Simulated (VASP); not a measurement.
# Si in VASP: relaxation of the atoms with r2SCAN

Aim: the relaxation of the atoms of Si with r2SCAN.

All numbers are computed with VASP 6.6.1; they aren't measurements. Logs are shortened: lines on timing, memory, paths and dates and some standing lists are left out, and cuts for length are marked.

## 1. The cell of the first run

The cell holds a slab with vacuum, 6 atoms: a = 3.832 Å, b = 3.832 Å, c = 22.142 Å, α = 90.00°, β = 90.00°, γ = 120.00°.

## 2. Relaxation of the atoms, r2SCAN

Input file POSCAR:

```
Si
1.0
    3.8319083607      0.0000000000      0.0000000000
   -1.9159541804      3.3185299854      0.0000000000
    0.0000000000      0.0000000000     22.1420418938
Si
6
Direct
    0.6666666667      0.3333333333      0.3387221484
    0.3333333333      0.6666666667      0.3748625361
    0.3333333333      0.6666666667      0.4819298062
    0.6666666667      0.3333333333      0.5180701938
    0.6666666667      0.3333333333      0.6251374639
    0.3333333333      0.6666666667      0.6612778516
```

Input file INCAR.step1:

```
ALGO = Normal ; DIPOL = 0.5 0.5 0.500
EDIFF = 1E-5 ; EDIFFG = -0.01
ENCUT = 500 ; GGA = PE
GGA_COMPAT = F ; IBRION = 2
IDIPOL = 3 ; ISMEAR = 0
LASPH = T ; LCHARG = F
LDIPOL = T ; LREAL = F
LWAVE = T ; NELM = 120
NELMDL = -8 ; NELMIN = 4
NSW = 100 ; PREC = Accurate
SIGMA = 0.05
```

Input file INCAR.step2:

```
ALGO = Normal ; DIPOL = 0.5 0.5 0.500
EDIFF = 1E-7 ; EDIFFG = -0.02
ENCUT = 500 ; GGA_COMPAT = F
IBRION = 2 ; IDIPOL = 3
ISIF = 2 ; ISMEAR = 0
ISTART = 1 ; LASPH = T
LCHARG = F ; LDIPOL = T
LMIXTAU = T ; LREAL = F
LWAVE = F ; METAGGA = R2SCAN
NELM = 120 ; NELMIN = 4
NSW = 80 ; PREC = Accurate
SIGMA = 0.05
```

Input file KPOINTS:

```
k-points
0
Gamma
  9 9 1
```

Potentials or basis: VASP PAW PBE potentials, release 64 (Si).

The run is started by

```bash
cat potpaw_PBE.64/Si/POTCAR > POTCAR
cp INCAR.step1 INCAR
mpirun -np 1 vasp_std > vasp.out
cp INCAR.step2 INCAR
mpirun -np 1 vasp_std > vasp.out
```

OUTCAR:

```text
EDIFF = 1E-7
   EDIFFG = -0.02
   ENCUT = 500
   IBRION = 2
   ISIF = 2
   ISMEAR = 0
   ISTART = 1
   LASPH = T
   LREAL = F
   METAGGA = R2SCAN
   NELM = 120
   NELMIN = 4
   NSW = 80
   PREC = Accurate

 ion  position               nearest neighbor table
   1  0.667  0.333  0.339-   2 2.35   2 2.35   2 2.35
   2  0.333  0.667  0.375-   1 2.35   1 2.35   1 2.35   3 2.37
   3  0.333  0.667  0.482-   4 2.35   4 2.35   4 2.35   2 2.37
   4  0.667  0.333  0.518-   3 2.35   3 2.35   3 2.35   5 2.37
   5  0.667  0.333  0.625-   6 2.35   6 2.35   6 2.35   4 2.37
   6  0.333  0.667  0.661-   5 2.35   5 2.35   5 2.35

  LATTYP: Found a hexagonal cell.
 ALAT       =     3.8319083607
 C/A-ratio  =     5.7783328330

  Lattice vectors:

 A1 = (   3.8319083607,   0.0000000000,   0.0000000000)
 A2 = (  -1.9159541804,   3.3185299854,   0.0000000000)
 A3 = (   0.0000000000,   0.0000000000,  22.1420418938)

Analysis of symmetry for initial positions (statically):
=====================================================================
 Subroutine PRICEL returns:
 Original cell was already a primitive cell.

 Routine SETGRP: Setting up the symmetry group for a
 hexagonal supercell.

 Subroutine GETGRP returns: Found 12 space group operations
 (whereof 12 operations were pure point group operations)
 out of a pool of 24 trial point group operations.

The static configuration has the point symmetry D_3d.

Analysis of symmetry for dynamics (positions and initial velocities):
=====================================================================
 Subroutine PRICEL returns:
 Original cell was already a primitive cell.

 Routine SETGRP: Setting up the symmetry group for a
 hexagonal supercell.

 Subroutine GETGRP returns: Found 12 space group operations
 (whereof 12 operations were pure point group operations)
 out of a pool of 24 trial point group operations.

The dynamic configuration has the point symmetry D_3d.

 Subroutine INISYM returns: Found 12 space group operations
 (whereof 12 operations are pure point group operations),
 and found     1 'primitive' translations

----------------------------------------------------------------------------------------

                                     Primitive cell

  volume of cell :     281.5649

  direct lattice vectors                    reciprocal lattice vectors
     3.831908361  0.000000000  0.000000000     0.260966575  0.150669122  0.000000000
    -1.915954180  3.318529985  0.000000000     0.000000000  0.301338244  0.000000000
     0.000000000  0.000000000 22.142041894     0.000000000  0.000000000  0.045162953

  length of vectors
     3.831908361  3.831908361 22.142041894     0.301338244  0.301338244  0.045162953

  position of ions in fractional coordinates (direct lattice)
     0.666666667  0.333333333  0.338722148
     0.333333333  0.666666667  0.374862536
     0.333333333  0.666666667  0.481929806
     0.666666667  0.333333333  0.518070194
     0.666666667  0.333333333  0.625137464
     0.333333333  0.666666667  0.661277852

  ion indices of the primitive-cell ions
   primitive index   ion index
                 1           1
                 2           2
                 3           3
                 4           4
                 5           5
                 6           6

----------------------------------------------------------------------------------------
[... 57 lines left out ...]
   EDIFF  = 0.1E-06   stopping-criterion for ELM
   LREAL  =      F    real-space projection
   EDIFFG = -.2E-01   stopping-criterion for IOM
   NSW    =     80    number of steps for IOM
   IBRION =      2    ionic relax: 0-MD 1-quasi-New 2-CG
   NFREE  =      1    steps in history (QN), initial steepest desc. (CG)
   ISIF   =      2    stress and relaxation
   ISYM   =      2    0-nonsym 1-usesym 2-fastsym
   POTIM  = 0.5000    time-step for ionic-motion
   TEBEG  =    0.0;   TEEND  =   0.0 temperature during run
   PSTRESS=    0.0 pullay stress
   NELECT =      24.0000    total number of electrons
   NUPDOWN=      -1.0000    fix difference up-down
   EMIN   =  10.00;   EMAX   =-10.00  energy-range for DOS
   EFERMI =   0.00;   METHOD = LEGACY
   ISMEAR =     0;   SIGMA  =   0.05  broadening in eV -4-tet -1-fermi 0-gaus
   EFERMI_NEDOS =   21; number of points for ismear=-14 and -15
   IALGO  =     38    algorithm
   IMIX   =      4    mixing-type and parameters
     AMIX     =   0.40;   BMIX     =  1.00
     AMIX_MAG =   1.60;   BMIX_MAG =  1.00
  volume/ion in A,a.u.               =      46.93       316.68
  Fermi-wavevector in a.u.,A,eV,Ry     =   0.720475  1.361501  7.062575  0.519085
  Thomas-Fermi vector in A             =   1.809937
   LORBIT       =      0    0 simple, 1 ext, 2 COOP (PROOUT), +10 PAW based schemes
   METAGGA = R2SCAN    functional components
   LHFCALC =     F    Hartree Fock is set to
   AEXX    =    0.0000 exact exchange contribution
   IVDW    =     0    specifies the selected vdW correction
   LEPSILON=     F    determine dielectric tensor
   LRPA    =     F    only Hartree local field effects (RPA)
 conjugate gradient relaxation of ions
 non-spin polarized calculation
 Gauss-broadening in eV      SIGMA  =   0.05
  energy-cutoff  :      500.00
  volume of cell :      281.56
 maximum number of plane-waves:      7183
 NGX is ok and might be reduce to    28
   NGX = 13   NGY = 13   NGZ = 81

--------------------------------------- Ionic step        1  -------------------------------------------

 number of electron      23.9999999 magnetization

 Free energy of the ion-electron system (eV)
  ---------------------------------------------------
  ext. energy  EPLUGINS =         0.00000000
  ---------------------------------------------------
  free energy    TOTEN  =       -49.81480823 eV

  energy without entropy =      -49.81167451  energy(sigma->0) =      -49.81324137

------------------------ aborting loop because EDIFF is reached ----------------------------------------

  FORCE on cell =-STRESS in cart. coord.  units (eV):
  Direction    XX          YY          ZZ          XY          YZ          ZX
  --------------------------------------------------------------------------------------
  -------------------------------------------------------------------------------------
  Total       -0.5458192     -0.5458192     -1.1175424      0.0000000      0.0000000      0.0000000
  in kB       -3.1058528     -3.1058528     -6.3591060      0.0000000      0.0000000      0.0000000
  external PRESSURE =      -4.1902705 kB  Pullay stress =       0.0000000 kB
[... 101 lines left out ...]
  FREE ENERGIE OF THE ION-ELECTRON SYSTEM (eV)
  ---------------------------------------------------
  free  energy   TOTEN  =       -49.8991793159 eV

  energy  without entropy=      -49.8926543259  energy(sigma->0) =      -49.89591682

[... ionic steps 4 to 8 ...]

--------------------------------------- Ionic step        9  -------------------------------------------

 number of electron      23.9999999 magnetization

------------------------ aborting loop because EDIFF is reached ----------------------------------------

 vacuum level on the upper side and lower side of the slab       (xc-potential included)         0.004         0.004

  FORCE on cell =-STRESS in cart. coord.  units (eV):
  Direction    XX          YY          ZZ          XY          YZ          ZX
  --------------------------------------------------------------------------------------
  -------------------------------------------------------------------------------------
  Total        0.9171388      0.9171388      0.0838520     -0.0000000      0.0000000     -0.0000000
  in kB        5.2187573      5.2187573      0.4771397     -0.0000000      0.0000000     -0.0000000
  external PRESSURE =       3.6382181 kB  Pullay stress =       0.0000000 kB
[... 27 lines left out ...]
--------------------------------------- Ionic step       10  -------------------------------------------

 number of electron      23.9999999 magnetization

 dipolmoment           0.000000      0.000000     -0.000000 electrons x Angstroem

------------------------ aborting loop because EDIFF is reached ----------------------------------------

  FORCE on cell =-STRESS in cart. coord.  units (eV):
  Direction    XX          YY          ZZ          XY          YZ          ZX
  --------------------------------------------------------------------------------------
  -------------------------------------------------------------------------------------
  Total        1.0348832      1.0348832     -0.0831927     -0.0000000     -0.0000000      0.0000000
  in kB        5.8887535      5.8887535     -0.4733880     -0.0000000     -0.0000000      0.0000000
  external PRESSURE =       3.7680397 kB  Pullay stress =       0.0000000 kB
[... 27 lines left out ...]
--------------------------------------- Ionic step       11  -------------------------------------------

 number of electron      23.9999999 magnetization

 dipolmoment           0.000000      0.000000      0.000000 electrons x Angstroem

 Free energy of the ion-electron system (eV)
  ---------------------------------------------------
  ext. energy  EPLUGINS =         0.00000000
  ---------------------------------------------------
  free energy    TOTEN  =       -49.91501920 eV

  energy without entropy =      -49.91231287  energy(sigma->0) =      -49.91366603

 E-fermi :  -0.1607     XC(G=0):  -4.7613

 val. band max:       -0.1946467391   @ k =   0.2222   0.1111   0.0000
 cond. band min:      -0.0575590002   @ k =   0.2222   0.1111   0.0000
 fundamental gap:      0.1370877389
 Fermi energy:        -0.1607268776

 k-point     1 :       0.0000    0.0000    0.0000
  band No.  band energies     occupation
      1     -12.6834      2.00000
      2     -11.9543      2.00000
      3     -10.9244      2.00000
      4      -6.4130      2.00000
      5      -4.0540      2.00000
      6      -1.6718      2.00000
[... 207 lines left out ...]
      5      -7.3607      2.00000
      6      -7.3607      2.00000
[... 8 lines left out ...]
     15       3.4918      0.00000
     16       3.4918      0.00000

------------------------ aborting loop because EDIFF is reached ----------------------------------------

 vacuum level on the upper side and lower side of the slab       (xc-potential included)        -0.006        -0.006

  FORCE on cell =-STRESS in cart. coord.  units (eV):
  Direction    XX          YY          ZZ          XY          YZ          ZX
  --------------------------------------------------------------------------------------
  -------------------------------------------------------------------------------------
  Total        0.9752510      0.9752510     -0.0017170     -0.0000000      0.0000000      0.0000000
  in kB        5.5494308      5.5494308     -0.0097704     -0.0000000      0.0000000      0.0000000
  external PRESSURE =       3.6963637 kB  Pullay stress =       0.0000000 kB
[... 21 lines left out ...]
  FREE ENERGIE OF THE ION-ELECTRON SYSTEM (eV)
  ---------------------------------------------------
  free  energy   TOTEN  =       -49.9150192015 eV

  energy  without entropy=      -49.9123128676  energy(sigma->0) =      -49.91366603

 reached required accuracy - stopping structural energy minimisation

 vacuum level on the upper side and lower side of the slab         4.527         4.527
```

Run time: 37 min. Hardware: 1 thread of Oxide Virtual Turin-like, shared host; peak memory 0.36 GiB.

What came out:

| Quantity | Value |
| --- | --- |
| Free energy | -49.9150 eV |
| Energy gained by relaxing | 16.7 meV/atom |
| Ionic steps | 11 |
| Largest force after relaxing | 0.016 eV/Å |
| Band gap on the k mesh | zero (bands 12 and 13 overlap by 0.16 eV) |

Forces on the atoms (eV/Å):
```
Si   0.000  0.000 -0.013
Si   0.000  0.000  0.016
Si   0.000  0.000  0.000
Si   0.000  0.000  0.000
Si   0.000  0.000 -0.016
Si   0.000  0.000  0.013
```

The path:
```tsv
step	energy change (eV)	largest force (eV/Å)	pressure (GPa)
1	0.0000	0.7106	-0.42
2	-0.0721	0.3703	-0.22
3	-0.0844	0.1868	-0.12
4	-0.0849	0.1650	-0.10
5	-0.0894	0.1089	-0.05
6	-0.0913	0.1015	0.02
7	-0.0943	0.0908	0.09
8	-0.0994	0.0986	0.31
9	-0.0996	0.1051	0.36
10	-0.0995	0.1048	0.38
11	-0.1002	0.0155	0.37
```

Final structure:
```yaml
crystal:
  lattice:
    - [3.83191, 0.00000, 0.00000]
    - [-1.91595, 3.31853, 0.00000]
    - [0.00000, 0.00000, 22.14204]
  atoms:
    - { symbol: Si, position: [0.66667, 0.33333, 0.34422] }
    - { symbol: Si, position: [0.33333, 0.66667, 0.37416] }
    - { symbol: Si, position: [0.33333, 0.66667, 0.48277] }
    - { symbol: Si, position: [0.66667, 0.33333, 0.51723] }
    - { symbol: Si, position: [0.66667, 0.33333, 0.62584] }
    - { symbol: Si, position: [0.33333, 0.66667, 0.65578] }
```

Caveat: the PAW data sets were made with another functional, which shifts forces and pressure a little.

The gap in the log of VASP goes by the Fermi energy; the results here count the filled bands.